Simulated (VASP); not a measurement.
**Sr: single point with PBE**

Crystal: Sr.

```
Sr
1.0
    -2.32800    2.32800    2.61900
     2.32800   -2.32800    2.61900
     2.32800    2.32800   -2.61900
Sr
1
Direct
  0.00000 0.00000 0.00000
```

This cell differs from its parent crystal: strain -0.040 along x and y, +0.080 along z.

```
Program                : VASP 6.6.1
Task                   : single point
Functional             : PBE
Potentials or basis    : VASP PAW PBE potentials, release 64 (Sr_sv)
Cutoff                 : 520 eV
k mesh                 : 14 × 14 × 14
Occupations            : gaussian, width 0.15 eV
Spin                   : no spin polarisation
Dipole correction      : no
Further INCAR settings : ALGO = Normal; EDIFF = 1e-07; NBANDS = 11
```

* Pressure: -0.5 GPa
* Band gap on the k mesh: zero (band 5 reaches 1.67 eV, above the bottom of band 6 at 1.47 eV)

Stress tensor (GPa, compression positive):
```
-0.48  0.00  0.00
 0.00 -0.48  0.00
 0.00  0.00 -0.40
```

Levels at points of the mesh, in eV from the Fermi level:
| k point | band 1 | band 2 | band 3 | band 4 | band 5 | band 6 | band 7 | band 8 | band 9 | band 10 |
| --- | --- | --- | --- | --- | --- | --- | --- | --- | --- | --- |
| (0.00, 0.00, 0.00) | -36.69 | -18.58 | -18.58 | -18.57 | -3.60 | 2.18 | 2.18 | 2.78 | 3.15 | 3.97 |
| (0.50, 0.00, 0.00) | -36.68 | -18.76 | -18.63 | -18.58 | -1.05 | 0.09 | 1.48 | 3.01 | 4.18 | 5.13 |
| (0.50, 0.50, 0.00) | -36.67 | -18.75 | -18.64 | -18.60 | -0.84 | 0.42 | 0.79 | 3.94 | 4.37 | 5.31 |
| (0.50, 0.50, 0.50) | -36.67 | -18.73 | -18.69 | -18.69 | -0.24 | 0.03 | 2.51 | 4.03 | 4.03 | 4.75 |

Wall time 57 s on 1 thread of Intel(R) Xeon(R) Platinum 8488C (Sapphire Rapids), on a shared host, peak memory 0.29 GiB.

Caveat: the cell differs from its parent crystal (strain -0.040 along x and y, +0.080 along z).
